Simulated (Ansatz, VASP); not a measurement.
One calculation of CsSrMg6, two programs

INCAR

```
SYSTEM = CsSrMg6
PREC = Accurate ; ENCUT = 520
EDIFF = 1E-6 ; ISMEAR = -1
SIGMA = 0.05 ; LREAL = .FALSE.
LASPH = .TRUE. ; NELM = 100
ALGO = Fast ; ISIF = 2
LWAVE = .FALSE. ; LCHARG = .FALSE.
GGA = PE ; NBANDS = 26
```

Contents of KPOINTS:

```
Automatic mesh
0
G
  5 4 4
  0 0 0
```

The input POSCAR:

```
CsSrMg6
1.0
    5.2226850000      0.0000000000      0.0000000000
    0.0000000000      3.6172350000      7.0604120000
    0.0000000000     -3.6172350000      7.0604120000
Cs Sr Mg
1 1 6
Direct
    0.5000000000      0.1793490000      0.1793490000
    0.5000000000      0.6705050000      0.6705050000
    0.0000000000      0.8578050000      0.8578050000
    0.0000000000      0.3645110000      0.3645110000
    0.0000000000      0.3064430000      0.7755950000
    0.0000000000      0.7755950000      0.3064430000
    0.5000000000      0.1663060000      0.6794820000
    0.5000000000      0.6794820000      0.1663060000
```

input.yaml

```yaml
crystal:
  lattice:
    - [5.222685, 0.0, 0.0]
    - [0.0, 3.617235, 7.060412]
    - [0.0, -3.617235, 7.060412]
  atoms:
    - { symbol: Cs, position: [0.5, 0.179349, 0.179349] }
    - { symbol: Sr, position: [0.5, 0.670505, 0.670505] }
    - { symbol: Mg, position: [0.0, 0.857805, 0.857805] }
    - { symbol: Mg, position: [0.0, 0.364511, 0.364511] }
    - { symbol: Mg, position: [0.0, 0.306443, 0.775595] }
    - { symbol: Mg, position: [0.0, 0.775595, 0.306443] }
    - { symbol: Mg, position: [0.5, 0.166306, 0.679482] }
    - { symbol: Mg, position: [0.5, 0.679482, 0.166306] }
hamiltonian:
  xc: pbe
  pseudopotentials: { kind: paw }
kpoints:
  mp_grid: { grid: [5, 4, 4] }
scf:
  occupations: { method: fermi_dirac, width: 0.05 }
output:
  forces: true
  stress: true
  eigenvalues: true
```

Alike in both runs: task single point; functional PBE; k mesh 5 × 4 × 4; occupations fermi-dirac, width 0.05 eV; no spin polarisation.

```csv
,VASP,Ansatz
version,VASP 6.6.1,Ansatz 0.2.0
potentials or method,"VASP PAW PBE potentials, release 64 (Cs_sv, Sr_sv, Mg)",Ansatz PAW
plane-wave cutoff (eV),520,420
valence electrons in the cell,31,79
```

```csv
,VASP,Ansatz,Ansatz less VASP
gap on the k mesh at the Fermi level (eV),none,none,-
pressure (GPa),-0.1,0.0,+0.03
"traceless stress, the component that is largest in VASP (GPa)",0.33,0.33,-0.002
rms of the force components (eV/Å),0.017,0.015,-0.0014
```

Atom by atom the forces differ by 0.003 eV/Å (rms over components). A gap of «none» marks a metal or a gap that the smearing closes. VASP's potentials hold 31 valence electrons a cell and Ansatz's 79, so a difference there can come from the potentials and not from the codes.

Spin-orbit coupling is off throughout.
